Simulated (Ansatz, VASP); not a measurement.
KNa in VASP and in Ansatz

```xyz
4
Lattice="5.5436 0.0000 0.0000 0.0000 3.6686 0.0000 0.0000 0.0000 5.6601" Properties=species:S:1:pos:R:3 pbc="T T T"
K     4.1577    0.0000    3.8885
K     1.3859    0.0000    1.7716
Na    4.1577    1.8343    1.0641
Na    1.3859    1.8343    4.5960
```

Alike in both runs: task single point; functional PBE; k mesh 4 × 6 × 4; occupations gaussian, width 0.1 eV; no spin polarisation.

```csv
,VASP,Ansatz
version,VASP 6.6.1,Ansatz 0.2.0
potentials or method,"VASP PAW PBE potentials, release 64 (K_sv, Na_pv), cutoff 520 eV","scalar-relativistic, plane waves, PAW"
valence electrons in the cell,32,36
```

```tsv
	VASP	Ansatz	Ansatz less VASP
gap on the k mesh at the Fermi level (eV)	none	none	-
pressure (GPa)	9.9	9.9	0.00
traceless stress, the component that is largest in VASP (GPa)	0.14	0.14	0.000
rms of the force components (eV/Å)	0.128	0.127	-0.0007
```

Atom by atom the forces differ by 0.001 eV/Å (rms over components). A gap of «none» marks a metal or a gap that the smearing closes. VASP's potentials hold 32 valence electrons a cell and Ansatz's 36, so a difference there can come from the potentials and not from the codes.
